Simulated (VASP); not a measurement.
A run of VASP 6.6.1 is set up as follows.

File INCAR:

```
  PREC = Accurate
  ENCUT = 520
  EDIFF = 1E-7
  ISMEAR = 0
  SIGMA = 0.016
  LREAL = False
  LASPH = True
  NELM = 80
  ALGO = Normal
  ISIF = 2
  LWAVE = False
  LCHARG = False
  GGA = PE
  NBANDS = 19
```

The input KPOINTS:

```
regular mesh
0
Gamma
  8 8 4
```

The input POSCAR:

```
TiTe2
1.0
    3.7770000000      0.0000000000      0.0000000000
   -1.8885000000      3.2709779501      0.0000000000
    0.0000000000      0.0000000000      6.4980000000
Te Ti
2 1
Direct
    0.3333333333      0.6666666667      0.7372000000
    0.6666666667      0.3333333333      0.2628000000
    0.0000000000      0.0000000000      0.0000000000
```

Potentials or basis: VASP PAW PBE potentials, release 64 (Te, Ti_sv).

Run with:

```bash
$ cat potpaw_PBE.64/Te/POTCAR potpaw_PBE.64/Ti_sv/POTCAR > POTCAR
$ mpirun -np 1 vasp_std > vasp.out
```

(1) What does it give for the band gap on the k mesh?

(2) What does it give for the largest force?

Results:

(1) zero (bands 12 and 13 overlap by 0.66 eV).

(2) 0.021 eV/Å.

Caveat: spin-orbit coupling is left out, which moves the levels of the heavy elements.
